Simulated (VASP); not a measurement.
# LiCl (Fm-3m) in VASP: settings compared

The runs below take LiCl through G0W0 quasiparticle levels, with LDA, PBE.

Program: VASP 6.6.1. These are calculated values, not measurements. Logs are shortened: lines on timing, memory, paths and dates and some standing lists are left out, and cuts for length are marked.

**1. The cell of the first run**

It takes space group Fm-3m (No. 225, cubic). Conventional cell: a = 5.112 Å, b = 5.112 Å, c = 5.112 Å, α = 90.00°, β = 90.00°, γ = 90.00°. Within 3.4 Å of Li (site symmetry m-3m) lie 6 Cl at 2.56 Å. Within 3.4 Å of Cl (site symmetry m-3m) lie 6 Li at 2.56 Å.

**2. G0W0 quasiparticle levels, LDA**

Input file POSCAR:

```
LiCl
1.0
    0.0000000000      2.5560369889      2.5560369889
    2.5560369889      0.0000000000      2.5560369889
    2.5560369889      2.5560369889      0.0000000000
Li Cl
1 1
Direct
    0.0000000000      0.0000000000      0.0000000000
    0.5000000000      0.5000000000      0.5000000000
```

Input file INCAR.step1:

```
ALGO = Normal
EDIFF = 1E-8
ENCUT = 500
GGA = CA
ISMEAR = 0
LASPH = True
LCHARG = False
LREAL = False
LWAVE = True
NELM = 80
PREC = Accurate
SIGMA = 0.01
```

Input file INCAR.step2:

```
ALGO = Exact
EDIFF = 1E-8
ENCUT = 500
GGA = CA
ISMEAR = 0
ISTART = 1
LASPH = True
LCHARG = False
LOPTICS = True
LREAL = False
LWAVE = True
NBANDS = 129
NELM = 1
PREC = Accurate
SIGMA = 0.01
```

Input file INCAR.step3:

```
ALGO = EVGW0
EDIFF = 1E-8
ENCUT = 500
ENCUTGW = 140.0
GGA = CA
ISMEAR = 0
ISTART = 1
LASPH = True
LCHARG = False
LREAL = False
LWAVE = False
NBANDS = 129
NBANDSGW = 12
NELMGW = 1
NOMEGA = 96
OMEGAMAX = 20
PREC = Accurate
PRECFOCK = Fast
SIGMA = 0.01
```

Input file KPOINTS:

```
k-points
0
Gamma
  4 4 4
```

Potentials or basis: VASP PAW LDA potentials, release 64 (Li_GW, Cl_GW).

Launch:

```console
> cat potpaw_LDA.64/Li_GW/POTCAR potpaw_LDA.64/Cl_GW/POTCAR > POTCAR
> cp INCAR.step1 INCAR
> mpirun -np 1 vasp_std > vasp.out
> cp INCAR.step2 INCAR
> mpirun -np 1 vasp_std > vasp.out
> cp INCAR.step3 INCAR
> mpirun -np 1 vasp_std > vasp.out
```

OUTCAR:

```text
EDIFF = 1E-8
   ENCUT = 500
   ENCUTGW = 140.0
   GGA = CA
   ISMEAR = 0
   ISTART = 1
   LASPH = True
   LREAL = False
   NELMGW = 1
   PREC = Accurate
   PRECFOCK = Fast

 ion  position               nearest neighbor table
   1  0.000  0.000  0.000-   2 2.56   2 2.56   2 2.56   2 2.56   2 2.56   2 2.56
   2  0.500  0.500  0.500-   1 2.56   1 2.56   1 2.56   1 2.56   1 2.56   1 2.56

  LATTYP: Found a face centered cubic cell.
 ALAT       =     5.1120739778

  Lattice vectors:

 A1 = (   0.0000000000,   2.5560369889,   2.5560369889)
 A2 = (   2.5560369889,   0.0000000000,   2.5560369889)
 A3 = (   2.5560369889,   2.5560369889,   0.0000000000)

Analysis of symmetry for initial positions (statically):
=====================================================================
 Subroutine PRICEL returns:
 Original cell was already a primitive cell.

 Routine SETGRP: Setting up the symmetry group for a
 face centered cubic supercell.

 Subroutine GETGRP returns: Found 48 space group operations
 (whereof 48 operations were pure point group operations)
 out of a pool of 48 trial point group operations.

The static configuration has the point symmetry O_h .

Analysis of symmetry for dynamics (positions and initial velocities):
=====================================================================
 Subroutine PRICEL returns:
 Original cell was already a primitive cell.

 Routine SETGRP: Setting up the symmetry group for a
 face centered cubic supercell.

 Subroutine GETGRP returns: Found 48 space group operations
 (whereof 48 operations were pure point group operations)
 out of a pool of 48 trial point group operations.

The dynamic configuration has the point symmetry O_h .

 Subroutine INISYM returns: Found 48 space group operations
 (whereof 48 operations are pure point group operations),
 and found     1 'primitive' translations

----------------------------------------------------------------------------------------

                                     Primitive cell

  volume of cell :      33.3988

  direct lattice vectors                    reciprocal lattice vectors
     0.000000000  2.556036989  2.556036989    -0.195615323  0.195615323  0.195615323
     2.556036989  0.000000000  2.556036989     0.195615323 -0.195615323  0.195615323
     2.556036989  2.556036989  0.000000000     0.195615323  0.195615323 -0.195615323

  length of vectors
     3.614782176  3.614782176  3.614782176     0.338815677  0.338815677  0.338815677

  position of ions in fractional coordinates (direct lattice)
     0.000000000  0.000000000  0.000000000
     0.500000000  0.500000000  0.500000000

  ion indices of the primitive-cell ions
   primitive index   ion index
                 1           1
                 2           2

----------------------------------------------------------------------------------------

 KPOINTS: k-points

Automatic generation of k-mesh.
 Grid dimensions read from file:
 generate k-points for:    4    4    4

 Generating k-lattice:

  Cartesian coordinates                     Fractional coordinates (reciprocal lattice)
    -0.048903831  0.048903831  0.048903831     0.250000000  0.000000000  0.000000000
     0.048903831 -0.048903831  0.048903831     0.000000000  0.250000000  0.000000000
     0.048903831  0.048903831 -0.048903831     0.000000000  0.000000000  0.250000000

  Length of vectors
     0.084703919  0.084703919  0.084703919

  Shift w.r.t. Gamma in fractional coordinates (k-lattice)
     0.000000000  0.000000000  0.000000000

 Subroutine IBZKPT returns following result:
 ===========================================

 Found      8 irreducible k-points:

 Following reciprocal coordinates:
            Coordinates               Weight
  0.000000  0.000000  0.000000      1.000000
  0.250000  0.000000  0.000000      8.000000
  0.500000  0.000000  0.000000      4.000000
  0.250000  0.250000  0.000000      6.000000
  0.500000  0.250000  0.000000     24.000000
 -0.250000  0.250000  0.000000     12.000000
  0.500000  0.500000  0.000000      3.000000
 -0.250000  0.500000  0.250000      6.000000
   k-points           NKPTS =      8   k-points in BZ     NKDIM =     64   number of bands    NBANDS=    129
   number of dos      NEDOS =    301   number of ions     NIONS =      2
   total plane-waves  NPLWV =  21952
   dimension x,y,z NGX =    28 NGY =   28 NGZ =   28
   dimension x,y,z NGXF=    56 NGYF=   56 NGZF=   56
   ions per type =               1   1
   NGX,Y,Z   is equivalent  to a cutoff of  12.88, 12.88, 12.88 a.u.
   NGXF,Y,Z  is equivalent  to a cutoff of  25.75, 25.75, 25.75 a.u.
 SYSTEM =  unknown system
   PREC   = accura    normal or accurate (medium, high low for compatibility)
   ISTART =      1    job   : 0-new  1-cont  2-samecut
   ICHARG =      0    charge: 1-file 2-atom 10-const
   ISPIN  =      1    spin polarized calculation?
   LNONCOLLINEAR =      F non collinear calculations
   LSORBIT =      F    spin-orbit coupling
   LASPH  =      T    aspherical Exc in radial PAW
   ENCUT  =  500.0 eV  36.75 Ry    6.06 a.u.   6.59  6.59  6.59*2*pi/ulx,y,z
   NELM   =     60;   NELMIN=  2; NELMDL=  0     # of ELM steps
   EDIFF  = 0.1E-07   stopping-criterion for ELM
   LREAL  =      F    real-space projection
   EDIFFG = 0.1E-06   stopping-criterion for IOM
   NSW    =      0    number of steps for IOM
   IBRION =     -1    ionic relax: 0-MD 1-quasi-New 2-CG
   NFREE  =      0    steps in history (QN), initial steepest desc. (CG)
   ISIF   =      0    stress and relaxation
   ISYM   =      3    0-nonsym 1-usesym 2-fastsym
   POTIM  = 0.5000    time-step for ionic-motion
   TEBEG  =    0.0;   TEEND  =   0.0 temperature during run
   PSTRESS=    0.0 pullay stress
   NELECT =       8.0000    total number of electrons
   NUPDOWN=      -1.0000    fix difference up-down
   EMIN   =  10.00;   EMAX   =-10.00  energy-range for DOS
   EFERMI =   0.00;   METHOD = LEGACY
   ISMEAR =     0;   SIGMA  =   0.01  broadening in eV -4-tet -1-fermi 0-gaus
   EFERMI_NEDOS =   21; number of points for ismear=-14 and -15
   IALGO  =     38    algorithm
   IMIX   =      4    mixing-type and parameters
     AMIX     =   0.40;   BMIX     =  1.00
     AMIX_MAG =   1.60;   BMIX_MAG =  1.00
  volume/ion in A,a.u.               =      16.70       112.69
  Fermi-wavevector in a.u.,A,eV,Ry     =   1.016704  1.921291 14.064155  1.033686
  Thomas-Fermi vector in A             =   2.150062
   LORBIT       =      0    0 simple, 1 ext, 2 COOP (PROOUT), +10 PAW based schemes
   GGA     = CA    functional components
   LHFCALC =     T    Hartree Fock is set to
   PRECFOCK=fast      Normal, Fast or Accurate (Low or Medium for compatibility)
   ENCUT4O =  -1.0   cutoff for four orbital integrals eV
   NKREDX  =     1    reduce k-point grid by
   NKREDY  =     1    reduce k-point grid by
   NKREDZ  =     1    reduce k-point grid by
   AEXX    =    1.0000 exact exchange contribution
   HFSCREEN=    0.0000 screening length (either q_TF or 0.3 A-1)
   HFSCREENC=   0.0000 screening length for correlation (either q_TF or 0.3 A-1)
   ENCUTFOCK=  -1.0 apply spherical cutoff to Coloumb kernel
   IVDW    =     0    specifies the selected vdW correction
   LEPSILON=     F    determine dielectric tensor
   LRPA    =     F    only Hartree local field effects (RPA)
   LRPAFORCE           =     F    calculate RPA forces
   ENCUTGW             = 140.0    cutoff for response function in eV
   ENCUTGWSOFT         = 112.0    soft cutoff for Coulomb kernel in GW response function in eV
   ENCUTLF             =  -1.0    cutoff for local field effects
   NELMGW              =     1    number of iterations in solving QP/BSE equation
   NELMHF              =     1    number of iterations in the inner HF iteration
   NKREDLFX            =     1    NKREDLFY  =   1   NKREDLFZ  =   1
 non-spin polarized calculation
 Gauss-broadening in eV      SIGMA  =   0.01
  energy-cutoff  :      500.00
  volume of cell :       33.40
 maximum number of plane-waves:       869
 NGX is ok and might be reduce to    28
  NGX = 16; NGY = 16; NGZ = 16
   NGX = 13   NGY = 13   NGZ = 13
 maximum number of plane-waves:       137
 NGX is ok and might be reduce to    14

 QP shifts <psi_nk| G(iteration)W_0 |psi_nk>: iteration 1
 for sc-GW calculations column KS-energies equals QP-energies in previous step
 and V_xc(KS)=  KS-energies - (<T + V_ion + V_H > + <T+V_H+V_ion>^1  + <V_x>^1)

 k-point   1 :       0.0000    0.0000    0.0000
  band No.  KS-energies  QP-energies   sigma(KS)   V_xc(KS)     V^pw_x(r,r')   Z            occupation Imag(sigma)

      1     -13.5171     -14.8852     -16.4674     -14.6328     -24.0284       0.7457       2.0000       1.5556
      2      -0.1477      -1.7294     -16.7686     -14.7792     -18.8731       0.7951       2.0000       0.0315
      3      -0.1477      -1.7294     -16.7686     -14.7792     -18.8731       0.7951       2.0000       0.0315
      4      -0.1477      -1.7294     -16.7686     -14.7792     -18.8731       0.7951       2.0000       0.0315
      5       5.9023       7.0357      -7.7972      -9.1635      -4.2269       0.8295       0.0000      -0.0442
      6      11.4268      12.8539      -8.1756      -9.9136      -4.2295       0.8210       0.0000      -0.0594
      7      11.4268      12.8539      -8.1756      -9.9136      -4.2295       0.8210       0.0000      -0.0594
      8      11.4268      12.8539      -8.1756      -9.9136      -4.2295       0.8210       0.0000      -0.0594
      9      14.0348      15.4889      -6.0049      -7.8552      -1.4743       0.7858       0.0000      -0.1036
     10      14.0348      15.4889      -6.0049      -7.8552      -1.4743       0.7858       0.0000      -0.1036
     11      14.0348      15.4889      -6.0049      -7.8552      -1.4743       0.7858       0.0000      -0.1036
     12      14.0694      15.6839      -9.3069     -11.3451      -4.8438       0.7921       0.0000      -0.0874

 k-point   2 :       0.2500    0.0000    0.0000
  band No.  KS-energies  QP-energies   sigma(KS)   V_xc(KS)     V^pw_x(r,r')   Z            occupation Imag(sigma)

      1     -13.2309     -14.6051     -16.5675     -14.8597     -24.1601       0.8047       2.0000       1.5166
      2      -1.8084      -3.5276     -15.4500     -13.2514     -17.7876       0.7820       2.0000       0.0392
      3      -0.2873      -1.8878     -16.7047     -14.6872     -18.8294       0.7933       2.0000       0.0320
      4      -0.2873      -1.8878     -16.7047     -14.6872     -18.8294       0.7933       2.0000       0.0320
      5       6.7607       7.9947      -7.6929      -9.1753      -4.1072       0.8324       0.0000      -0.0471
      6      10.1859      11.7222      -7.3231      -9.1868      -3.4707       0.8243       0.0000      -0.0562
      7      10.1859      11.7222      -7.3231      -9.1868      -3.4707       0.8243       0.0000      -0.0562
      8      10.5433      11.8947      -8.5305     -10.1948      -4.5179       0.8120       0.0000      -0.0623
      9      13.4157      14.9235      -8.4607     -10.3422      -4.1451       0.8014       0.0000      -0.0798
     10      13.4157      14.9235      -8.4607     -10.3422      -4.1451       0.8014       0.0000      -0.0798
     11      15.0858      16.2567      -6.2870      -7.8084      -1.5938       0.7696       0.0000      -0.1376
     12      19.3481      20.8073      -8.4745     -10.3559      -3.0269       0.7756       0.0000      -0.4759
[... 68 lines left out ...]
      1     -12.6435     -13.7854     -16.9493     -15.4041     -24.5245       0.7390       2.0000       1.2828
      2      -3.1928      -4.9938     -14.5938     -12.2639     -17.2211       0.7730       2.0000       0.0555
      3      -1.3070      -2.9849     -15.8980     -13.7554     -18.1898       0.7831       2.0000       0.0371
      4      -1.3070      -2.9849     -15.8980     -13.7554     -18.1898       0.7831       2.0000       0.0371
      5       7.4420       8.7097      -7.2556      -8.7820      -3.7106       0.8305       0.0000      -0.0474
      6       7.7746       8.9414      -7.2990      -8.6900      -3.8288       0.8388       0.0000      -0.0452
      7      12.0316      13.5459      -9.2803     -11.2031      -4.8258       0.7875       0.0000      -0.0837
      8      13.6599      15.1787      -7.4221      -9.3667      -2.8332       0.7811       0.0000      -0.1020
      9      13.6599      15.1787      -7.4221      -9.3667      -2.8332       0.7811       0.0000      -0.1020
     10      16.3374      18.0420     -10.2688     -12.5065      -5.2414       0.7617       0.0000      -0.1470
     11      17.7896      19.5190     -10.7288     -13.0302      -5.3497       0.7514       0.0000      -0.2121
     12      17.7896      19.5190     -10.7288     -13.0302      -5.3497       0.7514       0.0000      -0.2121

 k-point   8 :      -0.2500    0.5000    0.2500
  band No.  KS-energies  QP-energies   sigma(KS)   V_xc(KS)     V^pw_x(r,r')   Z            occupation Imag(sigma)

      1     -12.6525     -13.7769     -16.9106     -15.3969     -24.5180       0.7428       2.0000       1.3009
      2      -2.3859      -4.1310     -15.0116     -12.7722     -17.4582       0.7793       2.0000       0.0457
      3      -2.3859      -4.1310     -15.0116     -12.7722     -17.4582       0.7793       2.0000       0.0457
      4      -1.2600      -2.9565     -15.8795     -13.7288     -18.1334       0.7889       2.0000       0.0345
      5       9.1428      10.5213      -8.1154      -9.7959      -4.3593       0.8203       0.0000      -0.0543
      6       9.6419      11.1647      -6.9657      -8.8130      -3.0763       0.8243       0.0000      -0.0571
      7       9.9891      11.3616      -8.7382     -10.4234      -4.8557       0.8144       0.0000      -0.0577
      8       9.9891      11.3616      -8.7382     -10.4234      -4.8557       0.8144       0.0000      -0.0577
      9      15.4502      16.8805      -7.6434      -9.5069      -2.8569       0.7675       0.0000      -0.1426
     10      15.4502      16.8805      -7.6434      -9.5069      -2.8569       0.7675       0.0000      -0.1426
     11      17.8290      19.5645     -10.7891     -13.1036      -5.3931       0.7498       0.0000      -0.2134
     12      18.6579      20.1096      -9.8247     -11.7226      -4.3067       0.7649       0.0000      -0.4217
```

Run time: 63 s. Hardware: 1 thread of AMD EPYC 9R45 (Zen 5), shared host; peak memory 0.29 GiB.

Results:

| Property | Result |
| --- | --- |
| Quasiparticle gap | 8.77 eV |
| Least direct quasiparticle gap | 8.77 eV |
| Band gap of the starting levels on the mesh | 6.05 eV |
| Least direct gap of the starting levels on the mesh | 6.05 eV |

Caveat: the k points lie up to 0.53 Å⁻¹ apart; bands, screening cutoff and mesh are small and nothing is extrapolated, so the quasiparticle values aren't converged.

[end of part 1 of 2]
